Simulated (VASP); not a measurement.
# ZrSi3 (Pm-3m) in VASP: further runs

Runs on ZrSi3. Level: PBEsol. Tasks: single point.

Everything below comes from runs of VASP 6.6.1. Logs are shortened: lines on timing, memory, paths and dates and some standing lists are left out, and cuts for length are marked.

### Step 1. The cell of the first run

Symmetry: Pm-3m, No. 221, cubic system. Conventional cell: a = 3.951 Å, b = 3.951 Å, c = 3.951 Å, α = 90.00°, β = 90.00°, γ = 90.00°. Zr (site symmetry m-3m) has 12 Si at 2.79 Å within 3.7 Å. Within 3.7 Å of Si (site symmetry 4/mmm) lie 4 Zr at 2.79 Å and 8 Si at 2.79 Å.

### Step 2. Single point, PBEsol

INCAR reads:

```
PREC     = Accurate       # precision mode
ENCUT    = 500            # plane-wave cutoff, eV
EDIFF    = 1E-6           # SCF threshold, eV
ISMEAR   = 0              # smearing method
SIGMA    = 0.05           # smearing width, eV
LREAL    = F              # projectors in reciprocal space
LASPH    = T              # aspherical terms in the spheres
NELM     = 120            # most SCF steps
ALGO     = Normal         # electronic algorithm
ISIF     = 2              # what is computed and relaxed
LWAVE    = F              # write WAVECAR
LCHARG   = F              # write CHGCAR
GGA      = PS             # functional
NBANDS   = 20             # bands
GGA_COMPAT= F
```

KPOINTS reads:

```
regular mesh
0
Gamma
  8 8 8
```

POSCAR reads:

```
ZrSi3
1.0
    3.9506456184      0.0000000000      0.0000000000
    0.0000000000      3.9506456184      0.0000000000
    0.0000000000      0.0000000000      3.9506456184
Zr Si
1 3
Direct
    0.0000000000      0.0000000000      0.0000000000
    0.0000000000      0.5000000000      0.5000000000
    0.5000000000      0.5000000000      0.0000000000
    0.5000000000      0.0000000000      0.5000000000
```

Potentials or basis: VASP PAW PBE potentials, release 64 (Zr_sv, Si).

On the command line:

```bash
> cat potpaw_PBE.64/Zr_sv/POTCAR potpaw_PBE.64/Si/POTCAR > POTCAR
> mpirun -np 1 vasp_std > vasp.out
```

OUTCAR:

```text
PREC = Accurate
   ENCUT = 500
   EDIFF = 1E-6
   ISMEAR = 0
   LREAL = F
   LASPH = T
   NELM = 120
   ISIF = 2
   GGA = PS

 ion  position               nearest neighbor table
   1  0.000  0.000  0.000-   2 2.79   3 2.79   4 2.79   2 2.79   4 2.79   2 2.79   3 2.79   2 2.79
                             3 2.79   4 2.79   4 2.79   3 2.79
   2  0.000  0.500  0.500-   1 2.79   3 2.79   4 2.79   1 2.79   3 2.79   1 2.79   4 2.79   1 2.79
                             3 2.79   4 2.79   3 2.79   4 2.79
   3  0.500  0.500  0.000-   1 2.79   2 2.79   4 2.79   2 2.79   4 2.79   1 2.79   4 2.79   4 2.79
                             1 2.79   2 2.79   2 2.79   1 2.79
   4  0.500  0.000  0.500-   1 2.79   2 2.79   3 2.79   1 2.79   3 2.79   2 2.79   3 2.79   3 2.79
                             1 2.79   2 2.79   1 2.79   2 2.79

  LATTYP: Found a simple cubic cell.
 ALAT       =     3.9506456184

  Lattice vectors:

 A1 = (   3.9506456184,   0.0000000000,   0.0000000000)
 A2 = (   0.0000000000,   3.9506456184,   0.0000000000)
 A3 = (   0.0000000000,   0.0000000000,   3.9506456184)

Analysis of symmetry for initial positions (statically):
=====================================================================
 Subroutine PRICEL returns:
 Original cell was already a primitive cell.

 Routine SETGRP: Setting up the symmetry group for a
 simple cubic supercell.

 Subroutine GETGRP returns: Found 48 space group operations
 (whereof 48 operations were pure point group operations)
 out of a pool of 48 trial point group operations.

The static configuration has the point symmetry O_h .

Analysis of symmetry for dynamics (positions and initial velocities):
=====================================================================
 Subroutine PRICEL returns:
 Original cell was already a primitive cell.

 Routine SETGRP: Setting up the symmetry group for a
 simple cubic supercell.

 Subroutine GETGRP returns: Found 48 space group operations
 (whereof 48 operations were pure point group operations)
 out of a pool of 48 trial point group operations.

The dynamic configuration has the point symmetry O_h .

 Subroutine INISYM returns: Found 48 space group operations
 (whereof 48 operations are pure point group operations),
 and found     1 'primitive' translations

----------------------------------------------------------------------------------------

                                     Primitive cell

  volume of cell :      61.6601

  direct lattice vectors                    reciprocal lattice vectors
     3.950645618  0.000000000  0.000000000     0.253123185  0.000000000  0.000000000
[... 93 lines left out ...]
   NSW    =      0    number of steps for IOM
   IBRION =     -1    ionic relax: 0-MD 1-quasi-New 2-CG
   NFREE  =      0    steps in history (QN), initial steepest desc. (CG)
   ISIF   =      2    stress and relaxation
   ISYM   =      2    0-nonsym 1-usesym 2-fastsym
   POTIM  = 0.5000    time-step for ionic-motion
   TEBEG  =    0.0;   TEEND  =   0.0 temperature during run
   PSTRESS=    0.0 pullay stress
   NELECT =      24.0000    total number of electrons
   NUPDOWN=      -1.0000    fix difference up-down
   EMIN   =  10.00;   EMAX   =-10.00  energy-range for DOS
   EFERMI =   0.00;   METHOD = LEGACY
   ISMEAR =     0;   SIGMA  =   0.05  broadening in eV -4-tet -1-fermi 0-gaus
   EFERMI_NEDOS =   21; number of points for ismear=-14 and -15
   IALGO  =     38    algorithm
   IMIX   =      4    mixing-type and parameters
     AMIX     =   0.40;   BMIX     =  1.00
     AMIX_MAG =   1.60;   BMIX_MAG =  1.00
  volume/ion in A,a.u.               =      15.42       104.03
  Fermi-wavevector in a.u.,A,eV,Ry     =   1.195301  2.258791 19.439239  1.428744
  Thomas-Fermi vector in A             =   2.331269
   LORBIT       =      0    0 simple, 1 ext, 2 COOP (PROOUT), +10 PAW based schemes
   GGA     = PS    functional components
   LHFCALC =     F    Hartree Fock is set to
   AEXX    =    0.0000 exact exchange contribution
   IVDW    =     0    specifies the selected vdW correction
   LEPSILON=     F    determine dielectric tensor
   LRPA    =     F    only Hartree local field effects (RPA)
 non-spin polarized calculation
 Gauss-broadening in eV      SIGMA  =   0.05
  energy-cutoff  :      500.00
  volume of cell :       61.66
 maximum number of plane-waves:      1596
 NGX is ok and might be reduce to    30
   NGX = 15   NGY = 15   NGZ = 15

 number of electron      23.9999999 magnetization

 Free energy of the ion-electron system (eV)
  ---------------------------------------------------
  ext. energy  EPLUGINS =         0.00000000
  ---------------------------------------------------
  free energy    TOTEN  =       -27.31844437 eV

  energy without entropy =      -27.31630259  energy(sigma->0) =      -27.31737348

 E-fermi :  10.9625     XC(G=0): -11.5758

 val. band max:       10.9500560355   @ k =   0.5000   0.1250   0.0000
 cond. band min:      11.0054248127   @ k =   0.2500   0.2500   0.2500
 fundamental gap:      0.0553687771
 Fermi energy:        10.9625477337

 k-point     1 :       0.0000    0.0000    0.0000
  band No.  band energies     occupation
      1     -38.1816      2.00000
      2     -16.3363      2.00000
      3     -16.3363      2.00000
      4     -16.3363      2.00000
      5      -2.2390      2.00000
      6       4.9507      2.00000
[... 541 lines left out ...]
     19      16.4378      0.00000
     20      17.4451      0.00000

 [... further k-points ...]

------------------------ aborting loop because EDIFF is reached ----------------------------------------

  FORCE on cell =-STRESS in cart. coord.  units (eV):
  Direction    XX          YY          ZZ          XY          YZ          ZX
  --------------------------------------------------------------------------------------
  -------------------------------------------------------------------------------------
  Total        0.0674215      0.0674215      0.0674215     -0.0000000     -0.0000000      0.0000000
  in kB        1.7518829      1.7518829      1.7518829     -0.0000000     -0.0000000      0.0000000
  external PRESSURE =       1.7518829 kB  Pullay stress =       0.0000000 kB

 VOLUME and BASIS-vectors are now :
 -----------------------------------------------------------------------------
  energy-cutoff  :      500.00
  volume of cell :       61.66
      direct lattice vectors                 reciprocal lattice vectors
     3.950645618  0.000000000  0.000000000     0.253123185  0.000000000  0.000000000
     0.000000000  3.950645618  0.000000000     0.000000000  0.253123185  0.000000000
     0.000000000  0.000000000  3.950645618     0.000000000  0.000000000  0.253123185

 POSITION                                       TOTAL-FORCE (eV/Angst)
 -----------------------------------------------------------------------------------
      0.00000      0.00000      0.00000         0.000000      0.000000      0.000000
      0.00000      1.97532      1.97532         0.000000      0.000000      0.000000
      1.97532      1.97532      0.00000         0.000000      0.000000      0.000000
      1.97532      0.00000      1.97532         0.000000      0.000000      0.000000
 -----------------------------------------------------------------------------------
    total drift:                                0.000000     -0.000000      0.000000

  FREE ENERGIE OF THE ION-ELECTRON SYSTEM (eV)
  ---------------------------------------------------
  free  energy   TOTEN  =       -27.3184443730 eV

  energy  without entropy=      -27.3163025893  energy(sigma->0) =      -27.31737348
```

OSZICAR:

```text
N       E                     dE             d eps       ncg     rms          rms(c)
DAV:   1     0.110099734683E+03    0.11010E+03   -0.11227E+04  1400   0.108E+03
DAV:   2    -0.219831728394E+02   -0.13208E+03   -0.12857E+03  1640   0.249E+02
DAV:   3    -0.281272959482E+02   -0.61441E+01   -0.59348E+01  2352   0.424E+01
DAV:   4    -0.282730720324E+02   -0.14578E+00   -0.14551E+00  1784   0.559E+00
DAV:   5    -0.282761720846E+02   -0.31001E-02   -0.30998E-02  2060   0.778E-01    0.187E+01
DAV:   6    -0.273934640372E+02    0.88271E+00   -0.25402E+00  1640   0.923E+00    0.787E+00
DAV:   7    -0.273301334070E+02    0.63331E-01   -0.21395E-01  1896   0.239E+00    0.310E+00
DAV:   8    -0.273187347928E+02    0.11399E-01   -0.28976E-02  1808   0.905E-01    0.331E-01
DAV:   9    -0.273184328803E+02    0.30191E-03   -0.26370E-03  1820   0.330E-01    0.126E-01
DAV:  10    -0.273184471485E+02   -0.14268E-04   -0.19129E-04  2012   0.970E-02    0.620E-02
DAV:  11    -0.273184439859E+02    0.31626E-05   -0.14391E-05  1684   0.292E-02    0.781E-03
DAV:  12    -0.273184443730E+02   -0.38706E-06   -0.20807E-06  1320   0.114E-02
   1 F= -.27318444E+02 E0= -.27317373E+02  d E =-.214178E-02
```

Run time: 60 s. Hardware: 1 thread of Intel Xeon 8259CL, shared host; peak memory 0.19 GiB.

Results:

| Quantity | Value |
| --- | --- |
| Free energy | -27.3184 eV |
| Pressure | 0.2 GPa |
| Band gap on the k mesh | zero (band 12 reaches 12.44 eV, above the bottom of band 13 at 9.99 eV) |

Levels at points of the mesh, in eV from the Fermi level:
```tsv
k point	band 10	band 11	band 12	band 13	band 14	band 15
(0.00, 0.00, 0.00)	-4.09	-0.29	-0.29	-0.29	0.46	2.13
(0.50, 0.00, 0.00)	-3.55	-0.96	-0.96	-0.16	0.20	0.55
(0.50, 0.50, 0.00)	-3.14	-1.15	-1.00	0.82	0.82	1.10
(0.50, 0.50, 0.50)	-4.77	-4.77	0.53	1.74	1.74	3.56
```

Caveat: the PAW data sets were made with another functional, which shifts forces and pressure a little.

### Step 3. Single point, PBEsol

This run uses another cell than the first one, of 15.82 Å³/atom, 1.026 times its volume.

INCAR reads:

```
SYSTEM = ZrSi3
ALGO = Normal
EDIFF = 1E-6
ENCUT = 500
GGA = PS
GGA_COMPAT = .False.
ISIF = 2
ISMEAR = 0
LASPH = .True.
LCHARG = .True.
LELF = .True.
LREAL = .False.
LVHAR = .True.
LWAVE = .False.
NBANDS = 20
NELM = 120
PREC = Accurate
SIGMA = 0.05
```

KPOINTS reads:

```
k-points
0
Gamma
  8 8 8
  0 0 0
```

POSCAR reads:

```
ZrSi3
1.0
    3.9846938996      0.0000000000      0.0000000000
    0.0000000000      3.9846938996      0.0000000000
    0.0000000000      0.0000000000      3.9846938996
Zr Si
1 3
Direct
    0.0000000000      0.0000000000      0.0000000000
    0.0000000000      0.5000000000      0.5000000000
    0.5000000000      0.5000000000      0.0000000000
    0.5000000000      0.0000000000      0.5000000000
```

Potentials or basis: VASP PAW PBE potentials, release 64 (Zr_sv, Si).

On the command line:

```bash
> cat potpaw_PBE.64/Zr_sv/POTCAR potpaw_PBE.64/Si/POTCAR > POTCAR
> mpirun -np 1 vasp_std > vasp.out
```

OUTCAR:

```text
SYSTEM = ZrSi3
   EDIFF = 1E-6
   ENCUT = 500
   GGA = PS
   ISIF = 2
   ISMEAR = 0
   LASPH = .True.
   LREAL = .False.
   NELM = 120
   PREC = Accurate

 ion  position               nearest neighbor table
   1  0.000  0.000  0.000-   2 2.82   3 2.82   4 2.82   2 2.82   4 2.82   2 2.82   3 2.82   2 2.82
                             3 2.82   4 2.82   4 2.82   3 2.82
   2  0.000  0.500  0.500-   1 2.82   3 2.82   4 2.82   1 2.82   3 2.82   1 2.82   4 2.82   1 2.82
                             3 2.82   4 2.82   3 2.82   4 2.82
   3  0.500  0.500  0.000-   1 2.82   2 2.82   4 2.82   2 2.82   4 2.82   1 2.82   4 2.82   4 2.82
                             1 2.82   2 2.82   2 2.82   1 2.82
   4  0.500  0.000  0.500-   1 2.82   2 2.82   3 2.82   1 2.82   3 2.82   2 2.82   3 2.82   3 2.82
                             1 2.82   2 2.82   1 2.82   2 2.82

  LATTYP: Found a simple cubic cell.
 ALAT       =     3.9846938996

  Lattice vectors:

 A1 = (   3.9846938996,   0.0000000000,   0.0000000000)
 A2 = (   0.0000000000,   3.9846938996,   0.0000000000)
 A3 = (   0.0000000000,   0.0000000000,   3.9846938996)

Analysis of symmetry for initial positions (statically):
[... 180 lines left out ...]
 val. band max:       10.5863472646   @ k =   0.2500   0.0000   0.0000
 cond. band min:      10.6361224689   @ k =   0.5000   0.1250   0.0000
 fundamental gap:      0.0497752043
 Fermi energy:        10.6250602217

 k-point     1 :       0.0000    0.0000    0.0000
  band No.  band energies     occupation
      1     -38.5858      2.00000
      2     -16.7232      2.00000
      3     -16.7232      2.00000
      4     -16.7232      2.00000
      5      -2.3855      2.00000
      6       4.6806      2.00000
[... 541 lines left out ...]
     19      15.9727      0.00000
     20      16.9444      0.00000

 [... further k-points ...]

------------------------ aborting loop because EDIFF is reached ----------------------------------------

  FORCE on cell =-STRESS in cart. coord.  units (eV):
  Direction    XX          YY          ZZ          XY          YZ          ZX
  --------------------------------------------------------------------------------------
  -------------------------------------------------------------------------------------
  Total       -1.1363287     -1.1363287     -1.1363287     -0.0000000     -0.0000000     -0.0000000
  in kB      -28.7759489    -28.7759489    -28.7759489     -0.0000000     -0.0000000     -0.0000000
  external PRESSURE =     -28.7759489 kB  Pullay stress =       0.0000000 kB

 VOLUME and BASIS-vectors are now :
 -----------------------------------------------------------------------------
  energy-cutoff  :      500.00
  volume of cell :       63.27
      direct lattice vectors                 reciprocal lattice vectors
     3.984693900  0.000000000  0.000000000     0.250960306  0.000000000  0.000000000
     0.000000000  3.984693900  0.000000000     0.000000000  0.250960306  0.000000000
     0.000000000  0.000000000  3.984693900     0.000000000  0.000000000  0.250960306

 POSITION                                       TOTAL-FORCE (eV/Angst)
 -----------------------------------------------------------------------------------
      0.00000      0.00000      0.00000         0.000000      0.000000      0.000000
      0.00000      1.99235      1.99235         0.000000      0.000000      0.000000
      1.99235      1.99235      0.00000         0.000000      0.000000      0.000000
      1.99235      0.00000      1.99235         0.000000      0.000000      0.000000
 -----------------------------------------------------------------------------------
    total drift:                               -0.000000     -0.000000      0.000000

  FREE ENERGIE OF THE ION-ELECTRON SYSTEM (eV)
  ---------------------------------------------------
  free  energy   TOTEN  =       -27.3048591950 eV

  energy  without entropy=      -27.3027789063  energy(sigma->0) =      -27.30381905
```

stdout:

```text
POSCAR found type information on POSCAR ZrSi
 POSCAR found :  2 types and       4 ions
 scaLAPACK will be used
 -----------------------------------------------------------------------------
|                                                                             |
|                                                                             |
|     You enforced a specific xc type in the INCAR file but a different       |
|     I HOPE YOU KNOW WHAT YOU ARE DOING!                                     |
|                                                                             |
 -----------------------------------------------------------------------------

 LDA part: xc-table for (Slater+PW92), standard interpolation
 POSCAR, INCAR and KPOINTS ok, starting setup
 FFT: planning ... GRIDC
 FFT: planning ... GRID_SOFT
 FFT: planning ... GRID
 WAVECAR not read
 entering main loop
```

Wall time 93 s (1 thread of Intel Xeon 8259CL, shared host); peak memory 0.19 GiB.

Results:

```yaml
Free_energy: -27.3049 eV
Pressure: -2.9 GPa
Band_gap_on_the_k_mesh: zero (band 12 reaches 12.04 eV, above the bottom of band 13 at 9.67 eV)
```

Caveat: the PAW data sets were made with another functional, which shifts forces and pressure a little.

### Step 4. Single point, PBEsol

This run uses another cell than the first one, of 16.84 Å³/atom, 1.092 times its volume.

INCAR reads:

```
ALGO = Normal
EDIFF = 1E-6
ENCUT = 500
GGA = PS
GGA_COMPAT = False
ISIF = 2
ISMEAR = 0
LASPH = True
LCHARG = True
LELF = True
LREAL = False
LVHAR = True
LWAVE = False
NBANDS = 20
NELM = 120
PREC = Accurate
SIGMA = 0.05
```

KPOINTS reads:

```
k-points
0
Gamma
  8 8 8
```

POSCAR reads:

```
ZrSi3
1.0
    4.0686886545      0.0000000000      0.0000000000
    0.0000000000      4.0686886545      0.0000000000
    0.0000000000      0.0000000000      4.0686886545
Zr Si
1 3
Direct
    0.0000000000      0.0000000000      0.0000000000
    0.0000000000      0.5000000000      0.5000000000
    0.5000000000      0.5000000000      0.0000000000
    0.5000000000      0.0000000000      0.5000000000
```

On the command line:

```bash
> cat potpaw_PBE.64/Zr_sv/POTCAR potpaw_PBE.64/Si/POTCAR > POTCAR
> mpirun -np 1 vasp_std > vasp.out
```

It took 1.7 min on 1 thread of Intel Xeon 8259CL, shared host; peak memory 0.19 GiB.

Results (log left out):

* Free energy: -27.1498 eV
* Pressure: -9.0 GPa
* Band gap on the k mesh: zero (band 12 reaches 11.11 eV, above the bottom of band 13 at 8.92 eV)

Levels at points of the mesh, in eV from the Fermi level:
```
           k point  band 9  band 10  band 11  band 12  band 13  band 14  band 15  band 16
(0.00, 0.00, 0.00)   -3.86    -3.86    -0.18    -0.18    -0.18     0.58     1.97     1.97
(0.50, 0.00, 0.00)   -3.83    -3.65    -0.92    -0.92    -0.06     0.22     0.33     2.46
(0.50, 0.50, 0.00)   -2.87    -2.87    -0.99    -0.96     0.64     0.64     0.98     1.18
(0.50, 0.50, 0.50)   -4.56    -4.56    -4.56     0.36     1.57     1.57     3.10     3.10
```

Caveat: the PAW data sets were made with another functional, which shifts forces and pressure a little.

### Step 5. Overview

| cell | gap on the mesh (eV) | pressure (GPa) |
| --- | --- | --- |
| a = 3.951 Å, 4 atoms | none | 0.2 |
| a = 3.985 Å, 4 atoms | none | -2.9 |
| a = 4.069 Å, 4 atoms | none | -9.0 |

Alike in all rows: task single point; level PBEsol; potentials or basis VASP PAW PBE potentials, release 64 (Zr_sv, Si); no spin polarisation; k mesh 8 × 8 × 8; cutoff (eV) 500; smearing gaussian 0.05 eV.

Caveats: the PAW data sets were made with another functional, which shifts forces and pressure a little.

Absolute energies hang on the potentials; compare differences alone.
